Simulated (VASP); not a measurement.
# TiHg (P4/mmm) in VASP: notebook

Runs on TiHg. Level: LDA. Tasks: single point.

Everything below comes from runs of VASP 6.6.1. Logs are shortened: lines on timing, memory, paths and dates and some standing lists are left out, and cuts for length are marked.

## 1. The cell of the first run

It takes space group P4/mmm (No. 123, tetragonal). Conventional cell: a = 3.049 Å, b = 3.049 Å, c = 3.935 Å, α = 90.00°, β = 90.00°, γ = 90.00°. Ti (site symmetry 4/mmm) has 8 Hg at 2.92 Å and 6 Ti at 3.05 to 3.94 Å within 4.0 Å. Hg (site symmetry 4/mmm) has 8 Ti at 2.92 Å and 6 Hg at 3.05 to 3.94 Å within 4.0 Å.

## 2. Single point, LDA

INCAR reads:

```
  ALGO = Normal
  EDIFF = 1E-6
  ENCUT = 520
  GGA = CA
  ISIF = 2
  ISMEAR = 0
  LASPH = T
  LCHARG = T
  LELF = T
  LREAL = F
  LVHAR = T
  LWAVE = F
  NBANDS = 19
  NELM = 60
  PREC = Accurate
  SIGMA = 0.01
```

KPOINTS reads:

```
k-points
0
Gamma
  11 11 9
```

POSCAR reads:

```
TiHg
1.0
    3.0491200000      0.0000000000      0.0000000000
    0.0000000000      3.0491200000      0.0000000000
    0.0000000000      0.0000000000      3.9353575139
Ti Hg
1 1
Direct
    0.5000000000      0.5000000000      0.5000000000
    0.0000000000      0.0000000000      0.0000000000
```

Potentials or basis: VASP PAW LDA potentials, release 64 (Ti_sv, Hg).

The run is started by

```console
cat potpaw_LDA.64/Ti_sv/POTCAR potpaw_LDA.64/Hg/POTCAR > POTCAR
mpirun -np 1 vasp_std > vasp.out
```

OUTCAR:

```text
EDIFF = 1E-6
   ENCUT = 520
   GGA = CA
   ISIF = 2
   ISMEAR = 0
   LASPH = T
   LREAL = F
   NELM = 60
   PREC = Accurate

 ion  position               nearest neighbor table
   1  0.500  0.500  0.500-   2 2.92   2 2.92   2 2.92   2 2.92   2 2.92   2 2.92   2 2.92   2 2.92

   2  0.000  0.000  0.000-   1 2.92   1 2.92   1 2.92   1 2.92   1 2.92   1 2.92   1 2.92   1 2.92

  LATTYP: Found a simple tetragonal cell.
 ALAT       =     3.0491200000
 C/A-ratio  =     1.2906535374

  Lattice vectors:

 A1 = (   3.0491200000,   0.0000000000,   0.0000000000)
 A2 = (   0.0000000000,   3.0491200000,   0.0000000000)
 A3 = (   0.0000000000,   0.0000000000,   3.9353575139)

Analysis of symmetry for initial positions (statically):
=====================================================================
 Subroutine PRICEL returns:
 Original cell was already a primitive cell.

 Routine SETGRP: Setting up the symmetry group for a
 simple tetragonal supercell.

 Subroutine GETGRP returns: Found 16 space group operations
 (whereof 16 operations were pure point group operations)
 out of a pool of 16 trial point group operations.

The static configuration has the point symmetry D_4h.

Analysis of symmetry for dynamics (positions and initial velocities):
=====================================================================
 Subroutine PRICEL returns:
 Original cell was already a primitive cell.

 Routine SETGRP: Setting up the symmetry group for a
 simple tetragonal supercell.

 Subroutine GETGRP returns: Found 16 space group operations
 (whereof 16 operations were pure point group operations)
 out of a pool of 16 trial point group operations.

The dynamic configuration has the point symmetry D_4h.

 Subroutine INISYM returns: Found 16 space group operations
 (whereof 16 operations are pure point group operations),
 and found     1 'primitive' translations

----------------------------------------------------------------------------------------

                                     Primitive cell

  volume of cell :      36.5875

  direct lattice vectors                    reciprocal lattice vectors
     3.049120000  0.000000000  0.000000000     0.327963478  0.000000000  0.000000000
     0.000000000  3.049120000  0.000000000     0.000000000  0.327963478  0.000000000
     0.000000000  0.000000000  3.935357514     0.000000000  0.000000000  0.254106519

  length of vectors
     3.049120000  3.049120000  3.935357514     0.327963478  0.327963478  0.254106519

  position of ions in fractional coordinates (direct lattice)
     0.500000000  0.500000000  0.500000000
     0.000000000  0.000000000  0.000000000

  ion indices of the primitive-cell ions
   primitive index   ion index
                 1           1
                 2           2

----------------------------------------------------------------------------------------

 KPOINTS: k-points

Automatic generation of k-mesh.
 Grid dimensions read from file:
 generate k-points for:   11   11    9

 Generating k-lattice:

  Cartesian coordinates                     Fractional coordinates (reciprocal lattice)
     0.029814862  0.000000000  0.000000000     0.090909091  0.000000000  0.000000000
     0.000000000  0.029814862  0.000000000     0.000000000  0.090909091  0.000000000
     0.000000000  0.000000000  0.028234058     0.000000000  0.000000000  0.111111111

  Length of vectors
     0.029814862  0.029814862  0.028234058

  Shift w.r.t. Gamma in fractional coordinates (k-lattice)
     0.000000000  0.000000000  0.000000000

 Subroutine IBZKPT returns following result:
 ===========================================

 Found    105 irreducible k-points:

 Following reciprocal coordinates:
            Coordinates               Weight
  0.000000  0.000000  0.000000      1.000000
  0.090909  0.000000  0.000000      4.000000
  0.181818  0.000000  0.000000      4.000000
  0.272727  0.000000  0.000000      4.000000
  0.363636  0.000000  0.000000      4.000000
  0.454545  0.000000  0.000000      4.000000
[... 16 lines left out ...]
  0.090909  0.000000  0.111111      8.000000
  0.181818  0.000000  0.111111      8.000000
 [... further k-points ...]
   k-points           NKPTS =    105   k-points in BZ     NKDIM =    105   number of bands    NBANDS=     19
   number of dos      NEDOS =    301   number of ions     NIONS =      2
   total plane-waves  NPLWV =  17280
   dimension x,y,z NGX =    24 NGY =   24 NGZ =   30
   dimension x,y,z NGXF=    48 NGYF=   48 NGZF=   60
   ions per type =               1   1
   NGX,Y,Z   is equivalent  to a cutoff of  13.09, 13.09, 12.67 a.u.
   NGXF,Y,Z  is equivalent  to a cutoff of  26.17, 26.17, 25.35 a.u.
 SYSTEM =  unknown system
   PREC   = accura    normal or accurate (medium, high low for compatibility)
   ISTART =      0    job   : 0-new  1-cont  2-samecut
   ICHARG =      2    charge: 1-file 2-atom 10-const
   ISPIN  =      1    spin polarized calculation?
   LNONCOLLINEAR =      F non collinear calculations
   LSORBIT =      F    spin-orbit coupling
   LASPH  =      T    aspherical Exc in radial PAW
   ENCUT  =  520.0 eV  38.22 Ry    6.18 a.u.   5.67  5.67  7.32*2*pi/ulx,y,z
   NELM   =     60;   NELMIN=  2; NELMDL= -5     # of ELM steps
   EDIFF  = 0.1E-05   stopping-criterion for ELM
   LREAL  =      F    real-space projection
   EDIFFG = 0.1E-04   stopping-criterion for IOM
   NSW    =      0    number of steps for IOM
   IBRION =     -1    ionic relax: 0-MD 1-quasi-New 2-CG
   NFREE  =      0    steps in history (QN), initial steepest desc. (CG)
   ISIF   =      2    stress and relaxation
   ISYM   =      2    0-nonsym 1-usesym 2-fastsym
   POTIM  = 0.5000    time-step for ionic-motion
   TEBEG  =    0.0;   TEEND  =   0.0 temperature during run
   PSTRESS=    0.0 pullay stress
   NELECT =      24.0000    total number of electrons
   NUPDOWN=      -1.0000    fix difference up-down
   EMIN   =  10.00;   EMAX   =-10.00  energy-range for DOS
   EFERMI =   0.00;   METHOD = LEGACY
   ISMEAR =     0;   SIGMA  =   0.01  broadening in eV -4-tet -1-fermi 0-gaus
   EFERMI_NEDOS =   21; number of points for ismear=-14 and -15
   IALGO  =     38    algorithm
   IMIX   =      4    mixing-type and parameters
     AMIX     =   0.40;   BMIX     =  1.00
     AMIX_MAG =   1.60;   BMIX_MAG =  1.00
  volume/ion in A,a.u.               =      18.29       123.45
  Fermi-wavevector in a.u.,A,eV,Ry     =   1.422441  2.688023 27.529178  2.023338
  Thomas-Fermi vector in A             =   2.543144
   LORBIT       =      0    0 simple, 1 ext, 2 COOP (PROOUT), +10 PAW based schemes
   GGA     = CA    functional components
   LHFCALC =     F    Hartree Fock is set to
   AEXX    =    0.0000 exact exchange contribution
   IVDW    =     0    specifies the selected vdW correction
   LEPSILON=     F    determine dielectric tensor
   LRPA    =     F    only Hartree local field effects (RPA)
 non-spin polarized calculation
 Gauss-broadening in eV      SIGMA  =   0.01
  energy-cutoff  :      520.00
  volume of cell :       36.59
 maximum number of plane-waves:      1011
 NGX is ok and might be reduce to    24
   NGX = 11   NGY = 11   NGZ = 15

 number of electron      24.0000002 magnetization

 Free energy of the ion-electron system (eV)
  ---------------------------------------------------
  ext. energy  EPLUGINS =         0.00000000
  ---------------------------------------------------
  free energy    TOTEN  =        -9.79540801 eV

  energy without entropy =       -9.79521336  energy(sigma->0) =       -9.79531069

 E-fermi :   6.2153     XC(G=0): -12.0736

 val. band max:        6.2124278409   @ k =   0.1818   0.1818   0.2222
 cond. band min:       6.2266235242   @ k =   0.1818   0.0909   0.0000
 fundamental gap:      0.0141956833
 Fermi energy:         6.2153440545

 k-point     1 :       0.0000    0.0000    0.0000
  band No.  band energies     occupation
      1     -50.1740      2.00000
      2     -26.9430      2.00000
      3     -26.6246      2.00000
      4     -26.6246      2.00000
      5      -3.0992      2.00000
      6      -2.2712      2.00000
[... 11 lines left out ...]
     18      14.4571      0.00000
     19      14.4571      0.00000

 k-point     2 :       0.0909    0.0000    0.0000
  band No.  band energies     occupation
      1     -50.1720      2.00000
      2     -26.9412      2.00000
      3     -26.6440      2.00000
      4     -26.6230      2.00000
      5      -2.9361      2.00000
      6      -2.1957      2.00000
[... 11 lines left out ...]
     18      14.6037      0.00000
     19      14.7837      0.00000

 k-point     3 :       0.1818    0.0000    0.0000
  band No.  band energies     occupation
      1     -50.1668      2.00000
      2     -26.9365      2.00000
      3     -26.6958      2.00000
      4     -26.6188      2.00000
      5      -2.5532      2.00000
      6      -1.8903      2.00000
[... 11 lines left out ...]
     18      14.5723      0.00000
     19      15.6778      0.00000

 k-point     4 :       0.2727    0.0000    0.0000
  band No.  band energies     occupation
      1     -50.1599      2.00000
      2     -26.9303      2.00000
      3     -26.7632      2.00000
      4     -26.6133      2.00000
      5      -2.2612      2.00000
      6      -1.4927      2.00000
[... 11 lines left out ...]
     18      14.5174      0.00000
     19      16.9771      0.00000

 k-point     5 :       0.3636    0.0000    0.0000
  band No.  band energies     occupation
      1     -50.1535      2.00000
      2     -26.9246      2.00000
      3     -26.8245      2.00000
      4     -26.6082      2.00000
      5      -2.1003      2.00000
      6      -1.4540      2.00000
[... 11 lines left out ...]
     18      14.5476      0.00000
     19      18.3628      0.00000
[... 334 lines left out ...]
      2     -26.8943      2.00000
      3     -26.8277      2.00000
      4     -26.8271      2.00000
      5      -2.2977      2.00000
      6      -1.6992      2.00000
[... 11 lines left out ...]
     18      14.0951      0.00000
     19      14.9645      0.00000

 k-point    22 :       0.0000    0.0000    0.1111
  band No.  band energies     occupation
      1     -50.1738      2.00000
      2     -26.9458      2.00000
      3     -26.6246      2.00000
      4     -26.6246      2.00000
      5      -3.0034      2.00000
      6      -2.2607      2.00000
[... 11 lines left out ...]
     18      14.7674      0.00000
     19      15.1073      0.00000

 k-point    23 :       0.0909    0.0000    0.1111
  band No.  band energies     occupation
      1     -50.1719      2.00000
      2     -26.9440      2.00000
      3     -26.6440      2.00000
      4     -26.6230      2.00000
      5      -2.8459      2.00000
      6      -2.1845      2.00000
[... 11 lines left out ...]
     18      15.0683      0.00000
     19      15.3965      0.00000

 k-point    24 :       0.1818    0.0000    0.1111
  band No.  band energies     occupation
      1     -50.1667      2.00000
      2     -26.9390      2.00000
      3     -26.6956      2.00000
      4     -26.6188      2.00000
      5      -2.4978      2.00000
      6      -1.8595      2.00000
[... 11 lines left out ...]
     18      15.5287      0.00000
     19      15.9028      0.00000

 [... further k-points ...]

------------------------ aborting loop because EDIFF is reached ----------------------------------------

  FORCE on cell =-STRESS in cart. coord.  units (eV):
  Direction    XX          YY          ZZ          XY          YZ          ZX
  --------------------------------------------------------------------------------------
  -------------------------------------------------------------------------------------
  Total       -1.4788301     -1.4788301     -0.9385686      0.0000000     -0.0000000      0.0000000
  in kB      -64.7583305    -64.7583305    -41.1001471      0.0000000     -0.0000000      0.0000000
  external PRESSURE =     -56.8722694 kB  Pullay stress =       0.0000000 kB

 VOLUME and BASIS-vectors are now :
 -----------------------------------------------------------------------------
  energy-cutoff  :      520.00
  volume of cell :       36.59
      direct lattice vectors                 reciprocal lattice vectors
     3.049120000  0.000000000  0.000000000     0.327963478  0.000000000  0.000000000
     0.000000000  3.049120000  0.000000000     0.000000000  0.327963478  0.000000000
     0.000000000  0.000000000  3.935357514     0.000000000  0.000000000  0.254106519

 POSITION                                       TOTAL-FORCE (eV/Angst)
 -----------------------------------------------------------------------------------
      1.52456      1.52456      1.96768         0.000000      0.000000      0.000000
      0.00000      0.00000      0.00000         0.000000      0.000000      0.000000
 -----------------------------------------------------------------------------------
    total drift:                                0.000000      0.000000     -0.000000

  FREE ENERGIE OF THE ION-ELECTRON SYSTEM (eV)
  ---------------------------------------------------
  free  energy   TOTEN  =        -9.7954080070 eV

  energy  without entropy=       -9.7952133642  energy(sigma->0) =       -9.79531069
```

Run time: 55 s. Hardware: 1 thread of Intel Xeon Platinum 8259CL at 2.50GHz (Skylake/Cascade Lake), shared host; peak memory 0.19 GiB.

What came out:

```yaml
Free_energy: -9.7954 eV
Pressure: -5.7 GPa
Band_gap_on_the_k_mesh: zero (bands 12 and 13 overlap by 0.96 eV)
```

Stress tensor (GPa, compression positive):
```
-6.48  0.00  0.00
 0.00 -6.48  0.00
 0.00  0.00 -4.11
```

Levels at points of the mesh, in eV from the Fermi level:
```tsv
k point	band 9	band 10	band 11	band 12	band 13	band 14	band 15	band 16
(0.00, 0.00, 0.00)	-7.03	-6.59	-0.38	-0.18	1.77	1.90	1.90	2.35
```

Caveat: the cell stands under tension; spin-orbit coupling is left out, which moves the levels of the heavy elements.

## 3. Single point, LDA

INCAR reads:

```
PREC     = Accurate       # precision mode
ENCUT    = 520            # plane-wave cutoff, eV
EDIFF    = 1E-6           # SCF threshold, eV
ISMEAR   = 0              # smearing method
SIGMA    = 0.01           # smearing width, eV
LREAL    = F              # projectors in reciprocal space
LASPH    = T              # aspherical terms in the spheres
NELM     = 80             # most SCF steps
ALGO     = Normal         # electronic algorithm
ISIF     = 2              # what is computed and relaxed
LWAVE    = F              # write WAVECAR
LCHARG   = F              # write CHGCAR
NBANDS   = 19             # bands
```

KPOINTS reads:

```
Automatic mesh
0
Gamma
  11 11 9
```

POSCAR reads:

```
TiHg
1.0
    3.0691800000      0.0000000000      0.0000000000
    0.0000000000      3.0691800000      0.0000000000
    0.0000000000      0.0000000000      3.8840830450
Ti Hg
1 1
Direct
    0.5000000000      0.5000000000      0.5000000000
    0.0000000000      0.0000000000      0.0000000000
```

Potentials or basis: VASP PAW LDA potentials, release 64 (Ti_sv, Hg).

The run is started by

```console
cat potpaw_LDA.64/Ti_sv/POTCAR potpaw_LDA.64/Hg/POTCAR > POTCAR
mpirun -np 1 vasp_std > vasp.out
```

Wall time 48 s (1 thread of Intel Xeon Platinum 8259CL at 2.50GHz (Skylake/Cascade Lake), shared host); peak memory 0.19 GiB.

Results (log left out):

| Property | Result |
| --- | --- |
| Free energy | -9.7875 eV |
| Pressure | -5.5 GPa |
| Band gap on the k mesh | zero (bands 12 and 13 overlap by 0.90 eV) |

Stress tensor (GPa, compression positive):
```
-6.48  0.00  0.00
 0.00 -6.48  0.00
 0.00  0.00 -3.63
```

Levels at points of the mesh, in eV from the Fermi level:
```
           k point  band 10  band 11  band 12  band 13  band 14  band 15
(0.00, 0.00, 0.00)    -6.64    -0.35    -0.14     1.88     1.88     2.01
```

Caveat: the cell stands under tension; spin-orbit coupling is left out, which moves the levels of the heavy elements.
